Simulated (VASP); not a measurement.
# Li (C2/c) in VASP: notebook, part 2 of 2

VASP 6.6.1. Earlier steps stand in the parts before.

### Step 4. Single point, PBEsol (22.65 Å³/atom)

This run uses another cell than the first one, of 22.65 Å³/atom.

INCAR reads:

```
PREC = Accurate
ENCUT = 520
EDIFF = 1E-6
ISMEAR = -1
SIGMA = 0.1
LREAL = False
LASPH = True
NELM = 80
ALGO = Normal
ISIF = 2
LWAVE = False
LCHARG = False
GGA = PS
NBANDS = 10
```

KPOINTS reads:

```
regular mesh
0
Gamma
  15 15 7
```

POSCAR reads:

```
Li
1.0
   -2.1263078893      1.7496784765      1.5772093958
    1.7496784765     -2.1263078893      1.5772093958
    3.9759275541      3.9759275541     -2.2670068552
Li
2
Direct
    0.9556141267      0.0443858733      0.0000000000
    0.7943858733      0.2056141267      0.5000000000
```

Potentials or basis: VASP PAW PBE potentials, release 64 (Li_sv).

Launch:

```bash
$ cat potpaw_PBE.64/Li_sv/POTCAR > POTCAR
$ mpirun -np 1 vasp_std > vasp.out
```

OUTCAR:

```text
PREC = Accurate
   ENCUT = 520
   EDIFF = 1E-6
   ISMEAR = -1
   LREAL = False
   LASPH = True
   NELM = 80
   ISIF = 2
   GGA = PS

 ion  position               nearest neighbor table
   1  0.956  0.044  0.000-
   2  0.794  0.206  0.500-

  Warning from LATTYP: Got some problem with cell dimensions!
  Tried to take original basis but could not verify dimensions!
  LATTYP: Found a base centered monoclinic cell.
 ALAT       =     3.1990713249
 B/A-ratio  =     1.7134574160
 C/A-ratio  =     1.6151412678
 COS(beta)  =    -0.0053278122

  Lattice vectors:

 A1 = (   2.1263078893,  -1.7496784765,  -1.5772093958)
 A2 = (  -1.7496784765,   2.1263078893,  -1.5772093958)
 A3 = (   3.5992981413,   3.5992981413,   0.8874119364)

Analysis of symmetry for initial positions (statically):
=====================================================================
 Subroutine PRICEL returns:
 Original cell was already a primitive cell.

 Routine SETGRP: Setting up the symmetry group for a
 base centered monoclinic supercell.

 Subroutine GETGRP returns: Found  4 space group operations
 (whereof  2 operations were pure point group operations)
 out of a pool of  4 trial point group operations.

The static configuration has the point symmetry C_2 .
 The point group associated with its full space group is C_2h.

Analysis of symmetry for dynamics (positions and initial velocities):
=====================================================================
 Subroutine PRICEL returns:
 Original cell was already a primitive cell.

 Routine SETGRP: Setting up the symmetry group for a
 base centered monoclinic supercell.

 Subroutine GETGRP returns: Found  4 space group operations
 (whereof  2 operations were pure point group operations)
 out of a pool of  4 trial point group operations.

The dynamic configuration has the point symmetry C_2 .
 The point group associated with its full space group is C_2h.

 Subroutine INISYM returns: Found  4 space group operations
 (whereof  2 operations are pure point group operations),
 and found     1 'primitive' translations

----------------------------------------------------------------------------------------

                                     Primitive cell

  volume of cell :      45.3022

  direct lattice vectors                    reciprocal lattice vectors
    -2.126307889  1.749678476  1.577209396    -0.032018649  0.225980194  0.340174116
     1.749678476 -2.126307889  1.577209396     0.225980194 -0.032018649  0.340174116
     3.975927554  3.975927554 -2.267006855     0.134943558  0.134943558  0.032223821

  length of vectors
     3.173349884  3.173349884  6.062616590     0.409647008  0.409647008  0.193540441

  position of ions in fractional coordinates (direct lattice)
     0.955614127  0.044385873  0.000000000
     0.794385873  0.205614127  0.500000000

  ion indices of the primitive-cell ions
   primitive index   ion index
                 1           1
                 2           2

----------------------------------------------------------------------------------------

 KPOINTS: regular mesh

Automatic generation of k-mesh.
 Grid dimensions read from file:
 generate k-points for:   15   15    7

 Generating k-lattice:

  Cartesian coordinates                     Fractional coordinates (reciprocal lattice)
    -0.002134577  0.015065346  0.022678274     0.066666667 -0.000000000  0.000000000
     0.015065346 -0.002134577  0.022678274    -0.000000000  0.066666667  0.000000000
     0.019277651  0.019277651  0.004603403    -0.000000000 -0.000000000  0.142857143

  Length of vectors
     0.027309801  0.027309801  0.027648634

  Shift w.r.t. Gamma in fractional coordinates (k-lattice)
     0.000000000  0.000000000  0.000000000

 Subroutine IBZKPT returns following result:
 ===========================================

 Found    424 irreducible k-points:

 Following reciprocal coordinates:
            Coordinates               Weight
  0.000000  0.000000  0.000000      1.000000
  0.066667  0.000000  0.000000      4.000000
  0.133333  0.000000  0.000000      4.000000
  0.200000  0.000000 -0.000000      4.000000
  0.266667  0.000000  0.000000      4.000000
  0.333333  0.000000  0.000000      4.000000
[... 16 lines left out ...]
  0.133333  0.133333  0.000000      2.000000
  0.200000  0.133333  0.000000      4.000000
 [... further k-points ...]
   k-points           NKPTS =    424   k-points in BZ     NKDIM =    424   number of bands    NBANDS=     10
   number of dos      NEDOS =    301   number of ions     NIONS =      2
   total plane-waves  NPLWV =  27648
   dimension x,y,z NGX =    24 NGY =   24 NGZ =   48
   dimension x,y,z NGXF=    48 NGYF=   48 NGZF=   96
   ions per type =               2
   NGX,Y,Z   is equivalent  to a cutoff of  12.57, 12.57, 13.16 a.u.
   NGXF,Y,Z  is equivalent  to a cutoff of  25.15, 25.15, 26.32 a.u.
 SYSTEM =  unknown system
   PREC   = accura    normal or accurate (medium, high low for compatibility)
   ISTART =      0    job   : 0-new  1-cont  2-samecut
   ICHARG =      2    charge: 1-file 2-atom 10-const
   ISPIN  =      1    spin polarized calculation?
   LNONCOLLINEAR =      F non collinear calculations
   LSORBIT =      F    spin-orbit coupling
   LASPH  =      T    aspherical Exc in radial PAW
   ENCUT  =  520.0 eV  38.22 Ry    6.18 a.u.   5.90  5.90 11.27*2*pi/ulx,y,z
   NELM   =     80;   NELMIN=  2; NELMDL= -5     # of ELM steps
   EDIFF  = 0.1E-05   stopping-criterion for ELM
   LREAL  =      F    real-space projection
[... 7 lines left out ...]
   TEBEG  =    0.0;   TEEND  =   0.0 temperature during run
   PSTRESS=    0.0 pullay stress
   NELECT =       6.0000    total number of electrons
   NUPDOWN=      -1.0000    fix difference up-down
   EMIN   =  10.00;   EMAX   =-10.00  energy-range for DOS
   EFERMI =   0.00;   METHOD = LEGACY
   ISMEAR =    -1;   SIGMA  =   0.10  broadening in eV -4-tet -1-fermi 0-gaus
   EFERMI_NEDOS =   21; number of points for ismear=-14 and -15
   IALGO  =     38    algorithm
   IMIX   =      4    mixing-type and parameters
     AMIX     =   0.40;   BMIX     =  1.00
     AMIX_MAG =   1.60;   BMIX_MAG =  1.00
  volume/ion in A,a.u.               =      22.65       152.86
  Fermi-wavevector in a.u.,A,eV,Ry     =   0.834485  1.576949  9.474634  0.696366
  Thomas-Fermi vector in A             =   1.947885
   LORBIT       =      0    0 simple, 1 ext, 2 COOP (PROOUT), +10 PAW based schemes
   GGA     = PS    functional components
   LHFCALC =     F    Hartree Fock is set to
   AEXX    =    0.0000 exact exchange contribution
   IVDW    =     0    specifies the selected vdW correction
   LEPSILON=     F    determine dielectric tensor
   LRPA    =     F    only Hartree local field effects (RPA)
 non-spin polarized calculation
  energy-cutoff  :      520.00
  volume of cell :       45.30
 maximum number of plane-waves:      1238
   NGX = 11   NGY = 11   NGZ = 23

 number of electron       6.0000001 magnetization

 Free energy of the ion-electron system (eV)
  ---------------------------------------------------
  ext. energy  EPLUGINS =         0.00000000
  ---------------------------------------------------
  free energy    TOTEN  =        -3.93020827 eV

  energy without entropy =       -3.89590759  energy(sigma->0) =       -3.91305793

 E-fermi :   0.3242     XC(G=0):  -6.7523

 val. band max:        0.3206300243   @ k =  -0.1333   0.4000   0.1429
 cond. band min:       0.3291836921   @ k =   0.4667   0.0667   0.4286
 fundamental gap:      0.0085536678
 Fermi energy:         0.3241814076

 k-point     1 :       0.0000    0.0000    0.0000
  band No.  band energies     occupation
      1     -45.7722      2.00000
      2     -45.7598      2.00000
      3      -3.0749      2.00000
      4       0.3896      0.68396
      5       2.9662      0.00000
      6      11.7166      0.00000
      7      11.9191      0.00000
      8      13.1106      0.00000
      9      13.1654      0.00000
     10      13.8274      0.00000
[... 287 lines left out ...]
 k-point    24 :       0.2000    0.1333    0.0000
  band No.  band energies     occupation
      1     -45.7632      2.00000
      2     -45.7590      2.00000
      3      -1.3304      2.00000
      4       0.1379      1.73136
      5       6.0134      0.00000
      6       6.9584      0.00000
      7       7.6764      0.00000
      8       9.1512      0.00000
      9       9.9531      0.00000
     10      11.3071      0.00000

 [... further k-points ...]

------------------------ aborting loop because EDIFF is reached ----------------------------------------

  FORCE on cell =-STRESS in cart. coord.  units (eV):
  Direction    XX          YY          ZZ          XY          YZ          ZX
  --------------------------------------------------------------------------------------
  -------------------------------------------------------------------------------------
  Total       -0.3672404     -0.3672404     -0.4035647      0.0215803     -0.0005373     -0.0005373
  in kB      -12.9879810    -12.9879810    -14.2726402      0.7632195     -0.0190011     -0.0190010
  external PRESSURE =     -13.4162008 kB  Pullay stress =       0.0000000 kB

 VOLUME and BASIS-vectors are now :
 -----------------------------------------------------------------------------
  energy-cutoff  :      520.00
  volume of cell :       45.30
      direct lattice vectors                 reciprocal lattice vectors
    -2.126307889  1.749678476  1.577209396    -0.032018649  0.225980194  0.340174116
     1.749678476 -2.126307889  1.577209396     0.225980194 -0.032018649  0.340174116
     3.975927554  3.975927554 -2.267006855     0.134943558  0.134943558  0.032223821

 POSITION                                       TOTAL-FORCE (eV/Angst)
 -----------------------------------------------------------------------------------
     -1.95427      1.57764      1.57721        -0.000837      0.000837      0.000000
      0.65861      2.94068      0.44371         0.000837     -0.000837     -0.000000
 -----------------------------------------------------------------------------------
    total drift:                                0.000000     -0.000000      0.000000

  FREE ENERGIE OF THE ION-ELECTRON SYSTEM (eV)
  ---------------------------------------------------
  free  energy   TOTEN  =        -3.9302082729 eV

  energy  without entropy=       -3.8959075935  energy(sigma->0) =       -3.91305793
```

stdout:

```text
POSCAR found type information on POSCAR Li
 POSCAR found :  1 types and       2 ions
 scaLAPACK will be used
 -----------------------------------------------------------------------------
|                                                                             |
|                                                                             |
|     You enforced a specific xc type in the INCAR file but a different       |
|     I HOPE YOU KNOW WHAT YOU ARE DOING!                                     |
|                                                                             |
 -----------------------------------------------------------------------------

 LDA part: xc-table for (Slater+PW92), standard interpolation
 POSCAR, INCAR and KPOINTS ok, starting setup
 FFT: planning ... GRIDC
 FFT: planning ... GRID_SOFT
 FFT: planning ... GRID
 WAVECAR not read
 entering main loop
```

It took 54 s on 1 thread of Intel Xeon 8259CL, shared host; peak memory 0.27 GiB.

What came out:

| Quantity | Value |
| --- | --- |
| Free energy | -3.9302 eV |
| Band gap on the k mesh | zero (bands 3 and 4 overlap by 4.26 eV) |

Levels at points of the mesh, in eV from the Fermi level:
```csv
k point,band 1,band 2,band 3,band 4,band 5,band 6,band 7
"(0.00, 0.00, 0.00)",-46.10,-46.08,-3.40,0.07,2.64,11.39,11.59
```

Caveat: the cutoff is under 1.25 times the usual one of these potentials, so pressure, stress and relaxed cells hold a basis-set (Pulay) error; the PAW data sets were made with another functional, which shifts forces and pressure a little.

### Step 5. Single point, PBEsol

INCAR reads:

```
SYSTEM = Li
ALGO = Normal
EDIFF = 1E-7
ENCUT = 520
GGA = PS
ISIF = 2
ISMEAR = -1
ISYM = 0
LASPH = .TRUE.
LCHARG = .TRUE.
LELF = .TRUE.
LREAL = .FALSE.
LVHAR = .TRUE.
LWAVE = .FALSE.
NBANDS = 10
NELM = 60
PREC = Accurate
SIGMA = 0.1
```

KPOINTS reads:

```
k-points
0
G
  12 12 8
  0 0 0
```

POSCAR reads:

```
Li
1.0
   -2.0474822384      1.6848150833      1.5187397086
    1.6848150833     -2.0474822384      1.5187397086
    3.8285335294      3.8285335294     -2.1829652675
Li
2
Direct
    0.9556141267      0.0443858733      0.0000000000
    0.7943858733      0.2056141267      0.5000000000
```

Launch:

```bash
$ cat potpaw_PBE.64/Li_sv/POTCAR > POTCAR
$ mpirun -np 1 vasp_std > vasp.out
```

It took 88 s on 1 thread of Intel Xeon 8259CL, shared host; peak memory 0.3 GiB.

It converged, with:

```yaml
Free_energy: -3.9516 eV
Band_gap_on_the_k_mesh: zero (bands 3 and 4 overlap by 4.58 eV)
```

Levels at points of the mesh, in eV from the Fermi level:
| k point | band 1 | band 2 | band 3 | band 4 | band 5 | band 6 | band 7 | band 8 |
| --- | --- | --- | --- | --- | --- | --- | --- | --- |
| (0.00, 0.00, 0.00) | -45.89 | -45.87 | -3.54 | 0.03 | 3.00 | 12.33 | 12.55 | 13.82 |
| (0.50, 0.00, 0.00) | -45.87 | -45.87 | 0.65 | 0.68 | 3.48 | 3.53 | 9.89 | 9.89 |
| (0.00, 0.50, 0.00) | -45.87 | -45.87 | 0.65 | 0.68 | 3.48 | 3.53 | 9.89 | 9.89 |
| (0.50, 0.50, 0.00) | -45.87 | -45.87 | -0.07 | 1.15 | 4.74 | 5.96 | 6.28 | 7.96 |
| (0.00, 0.00, 0.50) | -45.88 | -45.88 | -2.42 | -2.42 | 8.10 | 8.10 | 13.29 | 13.29 |
| (0.50, 0.00, 0.50) | -45.87 | -45.87 | -0.09 | 1.00 | 4.70 | 5.83 | 6.34 | 7.89 |
| (0.00, 0.50, 0.50) | -45.87 | -45.87 | -0.09 | 1.00 | 4.70 | 5.83 | 6.34 | 7.89 |
| (0.50, 0.50, 0.50) | -45.87 | -45.87 | 0.74 | 0.74 | 3.55 | 3.55 | 9.67 | 9.67 |

Caveat: the cutoff is under 1.25 times the usual one of these potentials, so pressure, stress and relaxed cells hold a basis-set (Pulay) error; the PAW data sets were made with another functional, which shifts forces and pressure a little.

### Step 6. Overview

| cell | k mesh | gap on the mesh (eV) |
| --- | --- | --- |
| a = 3.056, b = 3.056, c = 5.838 Å, angles 105.3, 105.3, 119.5°, 2 atoms | 15 × 15 × 7 | none |
| a = 3.135, b = 3.135, c = 5.990 Å, angles 105.3, 105.3, 119.5°, 2 atoms | 15 × 15 × 7 | none |
| a = 3.173, b = 3.173, c = 6.063 Å, angles 105.3, 105.3, 119.5°, 2 atoms | 15 × 15 × 7 | none |
| a = 3.056, b = 3.056, c = 5.838 Å, angles 105.3, 105.3, 119.5°, 2 atoms | 12 × 12 × 8 | none |

Alike in all rows: task single point; level PBEsol; potentials or basis VASP PAW PBE potentials, release 64 (Li_sv); no spin polarisation; cutoff (eV) 520; smearing fermi-dirac 0.1 eV.

Caveats: the cutoff is under 1.25 times the usual one of these potentials, so pressure, stress and relaxed cells hold a basis-set (Pulay) error; the PAW data sets were made with another functional, which shifts forces and pressure a little.

Absolute energies hang on the potentials; compare differences alone.
